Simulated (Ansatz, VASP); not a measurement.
**Two plane-wave programs on Bi2Se3**

The input INCAR:

```
SYSTEM = Bi2Se3
ALGO = Normal
EDIFF = 1E-7
ENCUT = 520
GGA = PS
ISIF = 2
ISMEAR = 0
LASPH = .TRUE.
LCHARG = .FALSE.
LREAL = .FALSE.
LWAVE = .FALSE.
NBANDS = 32
NELM = 80
PREC = Accurate
SIGMA = 0.03
```

KPOINTS

```
k-points
0
G
  12 12 12
  0 0 0
```

The input POSCAR:

```
Bi2Se3
1.0
    2.1298818586      1.2296878644      9.0292046991
   -2.1298818586      1.2296878644      9.0292046991
    0.0000000000     -2.4593757288      9.0292046991
Bi Se
2 3
Direct
    0.4008000000      0.4008000000      0.4008000000
    0.5992000000      0.5992000000      0.5992000000
    0.0000000000      0.0000000000      0.0000000000
    0.2117000000      0.2117000000      0.2117000000
    0.7883000000      0.7883000000      0.7883000000
```

Input for Ansatz:

```yaml
crystal:
  lattice:
    - [2.1298818586, 1.2296878644, 9.0292046991]
    - [-2.1298818586, 1.2296878644, 9.0292046991]
    - [0.0, -2.4593757288, 9.0292046991]
  atoms:
    - { symbol: Bi, position: [0.4008, 0.4008, 0.4008] }
    - { symbol: Bi, position: [0.5992, 0.5992, 0.5992] }
    - { symbol: Se, position: [0.0, 0.0, 0.0] }
    - { symbol: Se, position: [0.2117, 0.2117, 0.2117] }
    - { symbol: Se, position: [0.7883, 0.7883, 0.7883] }
basis:
  ecutwfc: 420
kpoints:
  mp_grid: { grid: [12, 12, 12] }
hamiltonian:
  xc: pbesol
scf:
  occupations: { method: gaussian, width: 0.03 }
output:
  forces: true
  stress: true
  eigenvalues: true
```

Alike in both runs: task single point; functional PBEsol; k mesh 12 × 12 × 12; occupations gaussian, width 0.03 eV; no spin polarisation.

```csv
,VASP,Ansatz
version,VASP 6.6.1,Ansatz 0.2.0
potentials or method,"VASP PAW PBE potentials, release 64 (Bi_d, Se), cutoff 520 eV","scalar-relativistic, plane waves, PAW"
valence electrons in the cell,48,78
```

Ansatz gave:

```
gap on the k mesh at the Fermi level (eV)                     : 0.10
least direct gap on the mesh (eV)                             : 0.10
pressure (GPa)                                                : -0.5
traceless stress, the component that is largest in VASP (GPa) : 1.99
rms of the force components (eV/Å)                            : 0.074
```

Task: What did VASP give for the same quantities?

Result: gap on the k mesh at the Fermi level (eV): 0.11; least direct gap on the mesh (eV): 0.11; pressure (GPa): -0.5; traceless stress, the component that is largest in VASP (GPa): 1.98; rms of the force components (eV/Å): 0.080.

VASP's potentials were made for PBE, not for PBEsol. Atom by atom the forces differ by 0.006 eV/Å (rms over components). VASP's potentials hold 48 valence electrons a cell and Ansatz's 78, so a difference there can come from the potentials and not from the codes.

Spin-orbit coupling is off throughout.
